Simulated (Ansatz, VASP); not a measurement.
Te: VASP beside Ansatz

POSCAR

```
Te
1.0
    4.4712576995      0.0000000000      0.0000000000
   -2.2356288497      3.8722227546      0.0000000000
    0.0000000000      0.0000000000      5.8369106011
Te
3
Direct
    0.2682137901      0.0000000000      0.3333333333
    0.0000000000      0.2682137901      0.6666666667
    0.7317862099      0.7317862099      0.0000000000
```

File INCAR.step1:

```
PREC     = Accurate       # precision mode
ENCUT    = 520            # plane-wave cutoff, eV
ISMEAR   = 0              # smearing method
SIGMA    = 0.01           # smearing width, eV
LREAL    = F              # projectors in reciprocal space
LASPH    = T              # aspherical terms in the spheres
NELM     = 60             # most SCF steps
NBANDS   = 16             # bands
GGA      = PE             # functional
ALGO     = Normal         # electronic algorithm
EDIFF    = 1E-4           # SCF threshold, eV
LWAVE    = T              # write WAVECAR
LCHARG   = F              # write CHGCAR
```

Contents of INCAR.step2:

```
PREC     = Accurate       # precision mode
ENCUT    = 520            # plane-wave cutoff, eV
EDIFF    = 1E-6           # SCF threshold, eV
ISMEAR   = 0              # smearing method
SIGMA    = 0.01           # smearing width, eV
LREAL    = F              # projectors in reciprocal space
LASPH    = T              # aspherical terms in the spheres
NELM     = 60             # most SCF steps
ALGO     = Normal         # electronic algorithm
ISIF     = 2              # what is computed and relaxed
LWAVE    = F              # write WAVECAR
LCHARG   = F              # write CHGCAR
METAGGA  = R2SCAN         # meta-GGA
LMIXTAU  = T            
NBANDS   = 16             # bands
ISTART   = 1
```

KPOINTS

```
Automatic mesh
0
Gamma
  6 6 4
```

Input for Ansatz:

```yaml
crystal:
  lattice:
    - [4.4712576995, 0.0, 0.0]
    - [-2.2356288497, 3.8722227546, 0.0]
    - [0.0, 0.0, 5.8369106011]
  atoms:
    - { symbol: Te, position: [0.2682137901, 0.0, 0.3333333333] }
    - { symbol: Te, position: [0.0, 0.2682137901, 0.6666666667] }
    - { symbol: Te, position: [0.7317862099, 0.7317862099, 0.0] }
kpoints:
  mp_grid: { grid: [6, 6, 4] }
  band_path:
    path:
      - [0.0, 0.0, 0.0]
      - [0.5, 0.0, 0.0]
      - [0.3333333333, 0.3333333333, 0.0]
      - [0.0, 0.0, 0.5]
      - [0.5, 0.0, 0.5]
      - [0.3333333333, 0.3333333333, 0.5]
      - [0.333333, 0.333333, 0.472656]
    npoints: 1
hamiltonian:
  xc: r2scan
scf:
  occupations: { method: fixed }
  n_extra_bands: 4
output:
  forces: true
  stress: true
  eigenvalues: true
```

Change from the starting cell: uniaxial_z strain -1.9%.

Alike in both runs: task single point; functional r2SCAN; k mesh 6 × 6 × 4; no spin polarisation.

```csv
,VASP,Ansatz
version,VASP 6.6.1,Ansatz 0.2.0
potentials or method,"VASP PAW PBE potentials, release 64 (Te)","plane waves, PAW"
plane-wave cutoff (eV),520,500
occupations,"gaussian, width 0.01 eV",fixed
valence electrons in the cell,18,48
```

```tsv
	VASP	Ansatz	Ansatz less VASP
gap on the k mesh at the Fermi level (eV)	0.44	0.47	+0.030
pressure (GPa)	1.7	1.7	-0.03
traceless stress, the component that is largest in VASP (GPa)	0.52	0.49	-0.031
rms of the force components (eV/Å)	0.002	0.015	+0.0123
```

VASP's potentials were made for PBE, not for r2SCAN. Atom by atom the forces differ by 0.017 eV/Å (rms over components). VASP's potentials hold 18 valence electrons a cell and Ansatz's 48, so a difference there can come from the potentials and not from the codes.

Neither program's run includes spin-orbit coupling.
